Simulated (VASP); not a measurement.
Wanted: the native input for a VASP 6.6.1 run.

| Property | Result |
| --- | --- |
| Task | single point |
| Functional | PBEsol |
| Potentials or basis | VASP PAW PBE potentials, release 64 (Pb_d, Se) |
| Cutoff | 500 eV |
| k mesh | 6 × 6 × 6 |
| Occupations | fermi-dirac, width 0.05 eV |
| Spin | no spin polarisation |
| Dipole correction | no |
| Further INCAR settings | ALGO = Normal; EDIFF = 1e-06; NBANDS = 17 |

The structure of PbSe lies in POSCAR:

```
PbSe
1.0
    3.7070673029      0.0000000000      0.0000000000
    0.0000000000      3.7070673029      0.0000000000
    0.0000000000      0.0000000000      3.7070673029
Pb Se
1 1
Direct
    0.0000000000      0.0000000000      0.0000000000
    0.5000000000      0.5000000000      0.5000000000
```

These files were run (other wordings do the same):

INCAR

```
SYSTEM = PbSe
PREC = Accurate
ENCUT = 500
EDIFF = 1E-6
ISMEAR = -1
SIGMA = 0.05
LREAL = .FALSE.
LASPH = .TRUE.
NELM = 120
ALGO = Normal
ISIF = 2
LWAVE = .FALSE.
LCHARG = .FALSE.
GGA = PS
NBANDS = 17
GGA_COMPAT = .FALSE.
```

KPOINTS

```
Automatic mesh
0
G
  6 6 6
  0 0 0
```

Potentials or basis: VASP PAW PBE potentials, release 64 (Pb_d, Se).

Run with:

```sh
$ cat potpaw_PBE.64/Pb_d/POTCAR potpaw_PBE.64/Se/POTCAR > POTCAR
$ mpirun -np 1 vasp_std > vasp.out
```

It gave:

```yaml
Pressure: -0.2 GPa
Band_gap_on_the_k_mesh: zero (band 10 reaches 6.05 eV, above the bottom of band 11 at 5.04 eV)
```

Caveat: the PAW data sets were made with another functional, which shifts forces and pressure a little; spin-orbit coupling is left out, which moves the levels of the heavy elements.

Wall time 6.9 s on 1 thread of Intel(R) Xeon(R) 6975P-C (Granite Rapids), on a shared host, peak memory 0.16 GiB.
